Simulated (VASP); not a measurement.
Here is a VASP 6.6.1 calculation.

File INCAR:

```
ALGO = Normal ; EDIFF = 1E-6
EDIFFG = -0.01 ; ENCUT = 600
GGA = PS ; IBRION = 2
ISIF = 3 ; ISMEAR = 0
LASPH = True ; LCHARG = False
LREAL = False ; LWAVE = False
NELM = 100 ; NSW = 80
PREC = Accurate ; PSTRESS = 300.0
SIGMA = 0.01
```

The input KPOINTS:

```
k-points
0
Gamma
  7 7 4
```

The input POSCAR:

```
SnSe2
1.0
    3.8200000000      0.0000000000      0.0000000000
   -1.9100000000      3.3082170425      0.0000000000
    0.0000000000      0.0000000000      6.1120000000
Sn Se
1 2
Direct
    0.0000000000      0.0000000000      0.0000000000
    0.3333333333      0.6666666667      0.2500000000
    0.6666666667      0.3333333333      0.7500000000
```

Potentials or basis: VASP PAW PBE potentials, release 64 (Sn_d, Se).

Run with:

```sh
$ cat potpaw_PBE.64/Sn_d/POTCAR potpaw_PBE.64/Se/POTCAR > POTCAR
$ mpirun -np 1 vasp_std > vasp.out
```

**Question.** Estimate the relaxed volume.

**Answer.** 18.49 Å³/atom.

**Question.** Predict the band gap on the k mesh.

**Answer.** Zero (band 13 reaches 9.37 eV, above the bottom of band 14 at 8.04 eV).

The path:
| step | energy change (eV) | largest force (eV/Å) | pressure (GPa) | volume (Å³) |
| --- | --- | --- | --- | --- |
| 1 | 0.0000 | 0.5817 | 2.33 | 77.24 |
| 2 | 17.4468 | 19.4692 | 265.84 | 37.43 |
| 3 | 0.9292 | 2.9460 | 23.90 | 64.05 |
| 4 | 1.1659 | 3.3293 | 27.91 | 62.54 |
| 5 | 1.3474 | 3.6067 | 30.89 | 61.53 |
| 6 | 1.3052 | 1.8443 | 31.64 | 57.42 |
| 7 | 1.6986 | 0.4454 | 35.19 | 53.97 |
| 8 | 0.8627 | 0.4684 | 19.42 | 58.51 |
| 9 | 1.2438 | 0.0216 | 26.97 | 56.09 |
| 10 | 1.1492 | 0.0606 | 27.29 | 56.20 |
| 11 | 1.1443 | 0.0735 | 27.50 | 56.20 |
| 12 | 1.5551 | 0.2714 | 35.37 | 54.11 |
| 13 | 1.2686 | 0.0328 | 29.96 | 55.51 |
| 14 | 1.2705 | 0.0160 | 29.96 | 55.50 |
| 15 | 1.2740 | 0.0145 | 29.99 | 55.48 |
| 16 | 1.2772 | 0.0013 | 30.09 | 55.46 |
| 17 | 1.2769 | 0.0029 | 30.08 | 55.46 |

Caveat: the cell is relaxed towards a set pressure, so the enthalpy falls and the energy may rise; the volume moved by over 15 % at a fixed basis, so the end points are rough; the PAW data sets were made with another functional, which shifts forces and pressure a little; spin-orbit coupling is left out, which moves the levels of the heavy elements; this functional lacks dispersion, which binds the layers, so the pressure and a relaxed spacing across them are unreliable.
